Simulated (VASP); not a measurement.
# BaCaP3 (P6_3/mmc) in VASP: notebook

Runs on BaCaP3. Level: PBE. Tasks: single point.

All numbers are computed with VASP 6.6.1; they aren't measurements. Logs are shortened: lines on timing, memory, paths and dates and some standing lists are left out, and cuts for length are marked.

### 1 The cell of the first run

It takes space group P6_3/mmc (No. 194, hexagonal). Conventional cell: a = 6.434 Å, b = 6.434 Å, c = 6.641 Å, α = 90.00°, β = 90.00°, γ = 120.00°. Within 4.3 Å of Ba (site symmetry -6m2) lie 12 P at 3.26 to 3.57 Å and 6 Ca at 4.07 Å. Within 3.8 Å of Ca (site symmetry -3m) lie 6 P at 2.92 Å and 2 Ca at 3.32 Å. Within 3.0 Å of P (site symmetry mm2) lie 2 P at 2.28 Å and 2 Ca at 2.92 Å.

### 2 Single point, PBE

The input, INCAR:

```
ALGO = Normal
EDIFF = 1E-6
ENCUT = 520
GGA = PE
ISIF = 2
ISMEAR = 0
LASPH = True
LCHARG = False
LREAL = False
LWAVE = False
NBANDS = 46
NELM = 80
PREC = Accurate
SIGMA = 0.1
```

The input, KPOINTS:

```
k-points
0
Gamma
  3 3 4
```

The input, POSCAR:

```
BaCaP3
1.0
    6.4336188485      0.0000000000      0.0000000000
   -3.2168094243      5.5716773611      0.0000000000
    0.0000000000      0.0000000000      6.6414731952
Ba Ca P
2 2 6
Direct
    0.3333333333      0.6666666667      0.7500000000
    0.6666666667      0.3333333333      0.2500000000
    0.0000000000      0.0000000000      0.5000000000
    0.0000000000      0.0000000000      0.0000000000
    0.2151512376      0.4303024753      0.2500000000
    0.7848487624      0.2151512376      0.7500000000
    0.7848487624      0.5696975247      0.7500000000
    0.2151512376      0.7848487624      0.2500000000
    0.5696975247      0.7848487624      0.2500000000
    0.4303024753      0.2151512376      0.7500000000
```

Potentials or basis: VASP PAW PBE potentials, release 64 (Ba_sv, Ca_sv, P).

Started as:

```bash
cat potpaw_PBE.64/Ba_sv/POTCAR potpaw_PBE.64/Ca_sv/POTCAR potpaw_PBE.64/P/POTCAR > POTCAR
mpirun -np 1 vasp_std > vasp.out
```

OUTCAR:

```text
EDIFF = 1E-6
   ENCUT = 520
   GGA = PE
   ISIF = 2
   ISMEAR = 0
   LASPH = True
   LREAL = False
   NELM = 80
   PREC = Accurate

 ion  position               nearest neighbor table
   1  0.333  0.667  0.750-   7 3.26  10 3.26   6 3.26   6 3.26   7 3.26  10 3.26   9 3.57   9 3.57
                             8 3.57   8 3.57   5 3.57   5 3.57
   2  0.667  0.333  0.250-   5 3.26   9 3.26   8 3.26   8 3.26   5 3.26   9 3.26  10 3.57  10 3.57
                             6 3.57   6 3.57   7 3.57   7 3.57
   3  0.000  0.000  0.500-   6 2.92   8 2.92   9 2.92  10 2.92   7 2.92   5 2.92
   4  0.000  0.000  0.000-   6 2.92   8 2.92   9 2.92  10 2.92   7 2.92   5 2.92
   5  0.215  0.430  0.250-   9 2.28   8 2.28   3 2.92   4 2.92   2 3.26   2 3.26   1 3.57   1 3.57

   6  0.785  0.215  0.750-  10 2.28   7 2.28   3 2.92   4 2.92   1 3.26   1 3.26   2 3.57   2 3.57

   7  0.785  0.570  0.750-  10 2.28   6 2.28   3 2.92   4 2.92   1 3.26   1 3.26   2 3.57   2 3.57

   8  0.215  0.785  0.250-   9 2.28   5 2.28   3 2.92   4 2.92   2 3.26   2 3.26   1 3.57   1 3.57

   9  0.570  0.785  0.250-   8 2.28   5 2.28   3 2.92   4 2.92   2 3.26   2 3.26   1 3.57   1 3.57

  10  0.430  0.215  0.750-   6 2.28   7 2.28   3 2.92   4 2.92   1 3.26   1 3.26   2 3.57   2 3.57

  LATTYP: Found a hexagonal cell.
 ALAT       =     6.4336188485
 C/A-ratio  =     1.0323075320

  Lattice vectors:

 A1 = (   6.4336188485,   0.0000000000,   0.0000000000)
 A2 = (  -3.2168094243,   5.5716773611,   0.0000000000)
 A3 = (   0.0000000000,   0.0000000000,   6.6414731952)

Analysis of symmetry for initial positions (statically):
=====================================================================
 Subroutine PRICEL returns:
 Original cell was already a primitive cell.

 Routine SETGRP: Setting up the symmetry group for a
 hexagonal supercell.

 Subroutine GETGRP returns: Found 24 space group operations
 (whereof 12 operations were pure point group operations)
 out of a pool of 24 trial point group operations.

The static configuration has the point symmetry D_3d.
 The point group associated with its full space group is D_6h.

Analysis of symmetry for dynamics (positions and initial velocities):
=====================================================================
 Subroutine PRICEL returns:
 Original cell was already a primitive cell.

 Routine SETGRP: Setting up the symmetry group for a
 hexagonal supercell.

 Subroutine GETGRP returns: Found 24 space group operations
 (whereof 12 operations were pure point group operations)
[... 112 lines left out ...]
   TEBEG  =    0.0;   TEEND  =   0.0 temperature during run
   PSTRESS=    0.0 pullay stress
   NELECT =      70.0000    total number of electrons
   NUPDOWN=      -1.0000    fix difference up-down
   EMIN   =  10.00;   EMAX   =-10.00  energy-range for DOS
   EFERMI =   0.00;   METHOD = LEGACY
   ISMEAR =     0;   SIGMA  =   0.10  broadening in eV -4-tet -1-fermi 0-gaus
   EFERMI_NEDOS =   21; number of points for ismear=-14 and -15
   IALGO  =     38    algorithm
   IMIX   =      4    mixing-type and parameters
     AMIX     =   0.40;   BMIX     =  1.00
     AMIX_MAG =   1.60;   BMIX_MAG =  1.00
  volume/ion in A,a.u.               =      23.81       160.66
  Fermi-wavevector in a.u.,A,eV,Ry     =   1.088610  2.057174 16.123876  1.185071
  Thomas-Fermi vector in A             =   2.224795
   LORBIT       =      0    0 simple, 1 ext, 2 COOP (PROOUT), +10 PAW based schemes
   GGA     = PE    functional components
   LHFCALC =     F    Hartree Fock is set to
   AEXX    =    0.0000 exact exchange contribution
   IVDW    =     0    specifies the selected vdW correction
   LEPSILON=     F    determine dielectric tensor
   LRPA    =     F    only Hartree local field effects (RPA)
 non-spin polarized calculation
 Gauss-broadening in eV      SIGMA  =   0.10
  energy-cutoff  :      520.00
  volume of cell :      238.07
 maximum number of plane-waves:      6420
 NGX is ok and might be reduce to    48
   NGX = 23   NGY = 23   NGZ = 25

 number of electron      69.9999999 magnetization

 Free energy of the ion-electron system (eV)
  ---------------------------------------------------
  ext. energy  EPLUGINS =         0.00000000
  ---------------------------------------------------
  free energy    TOTEN  =       -47.05547784 eV

  energy without entropy =      -47.03962047  energy(sigma->0) =      -47.04754915

 E-fermi :   5.0931     XC(G=0):  -9.5998

 val. band max:        5.0881168519   @ k =   0.3333   0.0000   0.0000
 cond. band min:       5.1313710854   @ k =   0.3333   0.3333   0.0000
 fundamental gap:      0.0432542335
 Fermi energy:         5.0931136900

 k-point     1 :       0.0000    0.0000    0.0000
  band No.  band energies     occupation
      1     -35.7976      2.00000
      2     -35.7575      2.00000
      3     -22.7341      2.00000
      4     -22.7191      2.00000
      5     -17.2311      2.00000
      6     -16.8248      2.00000
[... 430 lines left out ...]
     45       8.8229      0.00000
     46       8.8268      0.00000

------------------------ aborting loop because EDIFF is reached ----------------------------------------

  FORCE on cell =-STRESS in cart. coord.  units (eV):
  Direction    XX          YY          ZZ          XY          YZ          ZX
  --------------------------------------------------------------------------------------
  -------------------------------------------------------------------------------------
  Total        0.6505465      0.6505465      0.9801264     -0.0000000      0.0000000      0.0000000
  in kB        4.3780749      4.3780749      6.5960959     -0.0000000      0.0000000      0.0000000
  external PRESSURE =       5.1174152 kB  Pullay stress =       0.0000000 kB

 VOLUME and BASIS-vectors are now :
 -----------------------------------------------------------------------------
  energy-cutoff  :      520.00
  volume of cell :      238.07
      direct lattice vectors                 reciprocal lattice vectors
     6.433618849  0.000000000  0.000000000     0.155433516  0.089739582  0.000000000
    -3.216809424  5.571677361  0.000000000     0.000000000  0.179479165  0.000000000
     0.000000000  0.000000000  6.641473195     0.000000000  0.000000000  0.150569003

 POSITION                                       TOTAL-FORCE (eV/Angst)
 -----------------------------------------------------------------------------------
     -0.00000      3.71445      4.98110         0.000000     -0.000000      0.000000
      3.21681      1.85723      1.66037         0.000000     -0.000000      0.000000
      0.00000      0.00000      3.32074         0.000000     -0.000000      0.000000
      0.00000      0.00000      0.00000         0.000000     -0.000000      0.000000
     -0.00000      2.39751      1.66037        -0.000000      0.066976     -0.000000
      4.35732      1.19875      4.98110        -0.058003      0.033488      0.000000
      3.21681      3.17417      4.98110         0.000000     -0.066976      0.000000
     -1.14051      4.37292      1.66037         0.058003     -0.033488     -0.000000
      1.14051      4.37292      1.66037        -0.058003     -0.033488      0.000000
      2.07630      1.19875      4.98110         0.058003      0.033488     -0.000000
 -----------------------------------------------------------------------------------
    total drift:                                0.000000     -0.000000      0.000000

  FREE ENERGIE OF THE ION-ELECTRON SYSTEM (eV)
  ---------------------------------------------------
  free  energy   TOTEN  =       -47.0554778367 eV

  energy  without entropy=      -47.0396204661  energy(sigma->0) =      -47.04754915
```

Run time: 3 min. Hardware: 1 thread of Intel Xeon Platinum 8375C at 2.90GHz (Ice Lake), shared host; peak memory 0.37 GiB.

Results:

```
Free energy            : -47.0555 eV
Pressure               : 0.5 GPa
Largest force          : 0.067 eV/Å
Band gap on the k mesh : zero (band 35 reaches 6.81 eV, above the bottom of band 36 at 4.89 eV)
```

Forces on the atoms (eV/Å):
```
Ba   0.000  0.000  0.000
Ba   0.000  0.000  0.000
Ca   0.000  0.000  0.000
Ca   0.000  0.000  0.000
P    0.000  0.067  0.000
P   -0.058  0.033  0.000
P    0.000 -0.067  0.000
P    0.058 -0.033  0.000
P   -0.058 -0.033  0.000
P    0.058  0.033  0.000
```

Levels at points of the mesh, in eV from the Fermi level:
| k point | band 31 | band 32 | band 33 | band 34 | band 35 | band 36 | band 37 | band 38 | band 39 | band 40 |
| --- | --- | --- | --- | --- | --- | --- | --- | --- | --- | --- |
| (0.00, 0.00, 0.00) | -1.75 | -1.75 | -1.25 | -1.25 | 0.67 | 1.35 | 1.75 | 1.75 | 2.14 | 2.14 |
| (0.00, 0.00, 0.50) | -0.99 | -0.99 | -0.99 | -0.99 | 1.71 | 1.71 | 1.96 | 1.96 | 1.96 | 1.96 |

Caveat: the k points lie up to 0.38 Å⁻¹ apart; spin-orbit coupling is left out, which moves the levels of the heavy elements.

### 3 Single point, PBE

This run uses another cell than the first one, of 23.90 Å³/atom, 1.004 times its volume.

The input, INCAR:

```
SYSTEM = BaCaP3
PREC = Accurate ; ENCUT = 520
EDIFF = 1E-6 ; ISMEAR = 0
SIGMA = 0.1 ; LREAL = .FALSE.
LASPH = .TRUE. ; NELM = 60
ALGO = Normal ; ISIF = 2
LWAVE = .FALSE. ; LCHARG = .TRUE.
GGA = PE ; LELF = .TRUE.
LVHAR = .TRUE. ; NBANDS = 46
```

The input, KPOINTS:

```
regular mesh
0
G
  3 3 4
  0 0 0
```

The input, POSCAR:

```
BaCaP3
1.0
    6.8610216535      0.0000000000      0.0000000000
   -3.4305108268      5.9418190479      0.0000000000
    0.0000000000      0.0000000000      5.8617254269
Ba Ca P
2 2 6
Direct
    0.3333333333      0.6666666667      0.7500000000
    0.6666666667      0.3333333333      0.2500000000
    0.0000000000      0.0000000000      0.5000000000
    0.0000000000      0.0000000000      0.0000000000
    0.1460000000      0.2919999999      0.2500000000
    0.8540000000      0.1460000000      0.7500000000
    0.8540000000      0.7080000001      0.7500000000
    0.1460000000      0.8540000000      0.2500000000
    0.7080000001      0.8540000000      0.2500000000
    0.2919999999      0.1460000000      0.7500000000
```

Potentials or basis: VASP PAW PBE potentials, release 64 (Ba_sv, Ca_sv, P).

Started as:

```bash
cat potpaw_PBE.64/Ba_sv/POTCAR potpaw_PBE.64/Ca_sv/POTCAR potpaw_PBE.64/P/POTCAR > POTCAR
mpirun -np 1 vasp_std > vasp.out
```

OUTCAR:

```text
SYSTEM = BaCaP3
   PREC = Accurate
   ENCUT = 520
   EDIFF = 1E-6
   ISMEAR = 0
   LREAL = .FALSE.
   LASPH = .TRUE.
   NELM = 60
   ISIF = 2
   GGA = PE

 ion  position               nearest neighbor table
   1  0.333  0.667  0.750-   7 3.44   7 3.44   6 3.44   6 3.44  10 3.44  10 3.44   8 3.68   8 3.68
                             9 3.68   9 3.68   5 3.68   5 3.68
   2  0.667  0.333  0.250-   5 3.44   5 3.44   8 3.44   8 3.44   9 3.44   9 3.44   6 3.68   6 3.68
                            10 3.68  10 3.68   7 3.68   7 3.68
   3  0.000  0.000  0.500-   9 2.27  10 2.27   5 2.27   7 2.27   6 2.27   8 2.27   4 2.93   4 2.93
[... 653 lines left out ...]
  external PRESSURE =     197.4171704 kB  Pullay stress =       0.0000000 kB

 VOLUME and BASIS-vectors are now :
 -----------------------------------------------------------------------------
  energy-cutoff  :      520.00
  volume of cell :      238.96
      direct lattice vectors                 reciprocal lattice vectors
     6.861021653  0.000000000  0.000000000     0.145750888  0.084149315  0.000000000
    -3.430510827  5.941819048  0.000000000     0.000000000  0.168298629  0.000000000
     0.000000000  0.000000000  5.861725427     0.000000000  0.000000000  0.170598233

 POSITION                                       TOTAL-FORCE (eV/Angst)
 -----------------------------------------------------------------------------------
     -0.00000      3.96121      4.39629        -0.000000      0.000000      0.000000
      3.43051      1.98061      1.46543        -0.000000      0.000000      0.000000
      0.00000      0.00000      2.93086        -0.000000      0.000000      0.000000
      0.00000      0.00000      0.00000        -0.000000      0.000000      0.000000
      0.00000      1.73501      1.46543        -0.000000      5.156429      0.000000
      5.35846      0.86751      4.39629        -4.465598      2.578214      0.000000
      3.43051      4.20681      4.39629         0.000000     -5.156429     -0.000000
     -1.92795      5.07431      1.46543         4.465598     -2.578214      0.000000
      1.92795      5.07431      1.46543        -4.465598     -2.578214      0.000000
      1.50256      0.86751      4.39629         4.465598      2.578214      0.000000
 -----------------------------------------------------------------------------------
    total drift:                               -0.000000      0.000000      0.000000

  FREE ENERGIE OF THE ION-ELECTRON SYSTEM (eV)
  ---------------------------------------------------
  free  energy   TOTEN  =       -31.3316154562 eV

  energy  without entropy=      -31.2876837761  energy(sigma->0) =      -31.30964962
```

OSZICAR:

```text
N       E                     dE             d eps       ncg     rms          rms(c)
DAV:   1     0.553059154051E+03    0.55306E+03   -0.32101E+04   828   0.137E+03
DAV:   2     0.410720223734E+01   -0.54895E+03   -0.53551E+03  1010   0.323E+02
DAV:   3    -0.376314111323E+02   -0.41739E+02   -0.41098E+02  1216   0.824E+01
DAV:   4    -0.401458466480E+02   -0.25144E+01   -0.25061E+01  1346   0.165E+01
DAV:   5    -0.402003695202E+02   -0.54523E-01   -0.54509E-01  1096   0.242E+00    0.128E+01
DAV:   6    -0.307719895344E+02    0.94284E+01   -0.36799E+01   984   0.277E+01    0.763E+00
DAV:   7    -0.314374461534E+02   -0.66546E+00   -0.82530E+00   992   0.802E+00    0.356E+00
DAV:   8    -0.313283541166E+02    0.10909E+00   -0.69591E-01   978   0.418E+00    0.190E+00
DAV:   9    -0.313325441341E+02   -0.41900E-02   -0.19847E-01  1224   0.175E+00    0.562E-01
DAV:  10    -0.313307054202E+02    0.18387E-02   -0.18473E-02  1088   0.719E-01    0.298E-01
DAV:  11    -0.313314463603E+02   -0.74094E-03   -0.25722E-03  1072   0.259E-01    0.541E-02
DAV:  12    -0.313315773099E+02   -0.13095E-03   -0.23972E-04  1224   0.677E-02    0.385E-02
DAV:  13    -0.313316153291E+02   -0.38019E-04   -0.56987E-05   984   0.363E-02    0.163E-02
DAV:  14    -0.313316154562E+02   -0.12711E-06   -0.85879E-06  1096   0.144E-02
   1 F= -.31331615E+02 E0= -.31309650E+02  d E =-.439317E-01
```

It took 3.8 min on 1 thread of Intel Xeon Platinum 8375C at 2.90GHz (Ice Lake), shared host; peak memory 0.41 GiB.

What came out:

```yaml
Free_energy: -31.3316 eV
Pressure: 19.7 GPa
Largest_force: 5.156 eV/Å
Band_gap_on_the_k_mesh: zero (band 35 reaches 4.71 eV, above the bottom of band 36 at 3.34 eV)
```

Forces in eV/Å, atoms in the order of the input:
```
Ba   0.000  0.000  0.000
Ba   0.000  0.000  0.000
Ca   0.000  0.000  0.000
Ca   0.000  0.000  0.000
P    0.000  5.156  0.000
P   -4.466  2.578  0.000
P    0.000 -5.156  0.000
P    4.466 -2.578  0.000
P   -4.466 -2.578  0.000
P    4.466  2.578  0.000
```

Levels at points of the mesh, in eV from the Fermi level:
```tsv
k point	band 32	band 33	band 34	band 35	band 36	band 37	band 38	band 39
(0.00, 0.00, 0.00)	-1.13	-1.13	0.11	0.17	0.17	1.62	1.66	1.81
(0.00, 0.00, 0.50)	-1.22	-1.22	-1.22	0.76	0.76	1.81	1.81	1.81
```

Caveat: spin-orbit coupling is left out, which moves the levels of the heavy elements; forces of over 1 eV/Å act on the atoms, so gaps and moduli don't describe the material at rest.
